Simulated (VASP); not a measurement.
## Tl12O (a cell with a defect): relaxation of the atoms with PBE

The system is Tl12O (a cell with a defect).

```
Tl O
1.0
     6.92000    0.00000    0.00000
    -5.19000    8.98934    0.00000
     0.00000    0.00000    5.53254
Tl O
12 1
Direct
  0.00000 0.00000 0.00000
  0.16667 0.22222 0.50000
  0.00000 0.33333 0.00000
  0.16667 0.55556 0.50000
  0.00000 0.66667 0.00000
  0.16667 0.88889 0.50000
  0.50000 0.00000 0.00000
  0.66667 0.22222 0.50000
  0.50000 0.33333 0.00000
  0.66667 0.55556 0.50000
  0.50000 0.66667 0.00000
  0.66667 0.88889 0.50000
  0.83652 0.45048 0.74897
```

```json
{
  "Program": "VASP 6.6.1",
  "Task": "relaxation of the atoms",
  "Functional": "PBE",
  "Potentials or basis": "VASP PAW PBE potentials, release 64 (Tl_d, O)",
  "Cutoff": "520 eV",
  "k mesh": "3 × 2 × 3",
  "Occupations": "gaussian, width 0.1 eV",
  "Spin": "no spin polarisation",
  "Dipole correction": "no",
  "Further INCAR settings": "ALGO = Normal; EDIFF = 1e-06; IBRION = 2; EDIFFG = -0.03; NSW = 80"
}
```

```json
{
 "Energy gained by relaxing": "15.2 meV/atom",
 "Ionic steps": "10",
 "Pressure after relaxing": "4.1 GPa",
 "Largest force after relaxing": "0.030 eV/Å",
 "Band gap on the k mesh": "zero (bands 81 and 82 overlap by 0.70 eV)"
}
```

Forces on the atoms (eV/Å):
```
Tl   0.006  0.007 -0.005
Tl  -0.013  0.001  0.011
Tl  -0.003 -0.016  0.004
Tl   0.004 -0.001 -0.001
Tl   0.004 -0.003 -0.014
Tl  -0.001 -0.024  0.007
Tl  -0.001  0.025 -0.016
Tl  -0.003  0.003  0.016
Tl  -0.003  0.004  0.002
Tl   0.002  0.013 -0.006
Tl   0.011  0.003 -0.003
Tl  -0.004 -0.010  0.008
O    0.000 -0.003 -0.004
```

Stress tensor (GPa, compression positive):
```
 4.34 -0.27 -0.18
-0.27  4.39 -0.01
-0.18 -0.01  3.61
```

Step by step:
```csv
step,energy change (eV),largest force (eV/Å),pressure (GPa)
1,0.0000,0.7516,4.85
2,-0.0990,0.4242,4.52
3,-0.1562,0.2501,4.13
4,-0.1664,0.2019,4.13
5,-0.1831,0.1052,4.13
6,-0.1840,0.1377,4.14
7,-0.1895,0.0974,4.13
8,-0.1953,0.0503,4.13
9,-0.1954,0.0557,4.13
10,-0.1975,0.0300,4.12
```

Final structure:
```
Tl O
1.0
     6.92000    0.00000    0.00000
    -5.19000    8.98934    0.00000
     0.00000    0.00000    5.53254
Tl O
12 1
Direct
  0.99758 0.99666 0.00698
  0.16473 0.21838 0.52550
  0.00450 0.33283 0.01526
  0.17501 0.55635 0.48442
  0.00925 0.67543 0.00896
  0.16273 0.88976 0.50980
  0.50493 0.99948 0.99144
  0.65816 0.21498 0.49163
  0.49174 0.33294 0.01479
  0.66260 0.55724 0.48375
  0.50197 0.67075 0.97301
  0.66951 0.89318 0.49277
  0.83379 0.44582 0.75066
```

Levels at points of the mesh, in eV from the Fermi level:
```
           k point  band 79  band 80  band 81  band 82  band 83  band 84
(0.00, 0.00, 0.00)    -0.58    -0.47    -0.30    -0.17     0.46     0.53
(0.00, 0.50, 0.00)    -0.64    -0.60    -0.46    -0.15     0.55     0.90
```

It took 11 min on 4 MPI ranks on Intel(R) Xeon(R) 6975P-C (Granite Rapids) (shared host), peak memory 0.62 GiB a rank.

Caveat: the k points lie up to 0.38 Å⁻¹ apart, too coarse for converged energies and pressures of a metal; spin-orbit coupling is left out, which moves the levels of the heavy elements.
